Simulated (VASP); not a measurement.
Runs of VASP 6.6.1 on Ru. The structure is that of space group P6_3/mmc (No. 194), or close to it. The cells are those of the table. 

| cell | gap on the mesh (eV) | pressure (GPa) |
| --- | --- | --- |
| a = 2.706, b = 2.706, c = 4.657 Å, angles 90.0, 90.0, 120.0°, 2 atoms | none | (a) |
| a = 2.706, b = 2.706, c = 4.068 Å, angles 90.0, 90.0, 120.0°, 2 atoms | none | (b) |
| a = 2.706, b = 2.706, c = 4.389 Å, angles 90.0, 90.0, 120.0°, 2 atoms | none | -3.4 |
| a = 2.706, b = 2.706, c = 4.496 Å, angles 90.0, 90.0, 120.0°, 2 atoms | none | -9.7 |
| a = 2.706, b = 2.706, c = 3.961 Å, angles 90.0, 90.0, 120.0°, 2 atoms | none | 39.8 |

Alike in all rows: task single point; level PBE; potentials or basis VASP PAW PBE potentials, release 64 (Ru_pv); no spin polarisation; k mesh 24 × 24 × 12; cutoff (eV) 500; smearing gaussian 0.15 eV.

Estimate the missing entries.

(a) -16.9; (b) 25.7.

Caveats: the cell stands under tension (at least some runs); the cell stands under pressure (at least some runs).

A k mesh can miss the band edges, and the runs leave out spin-orbit coupling on Ru.

A gap of «none» marks levels without a gap at the run's occupations.
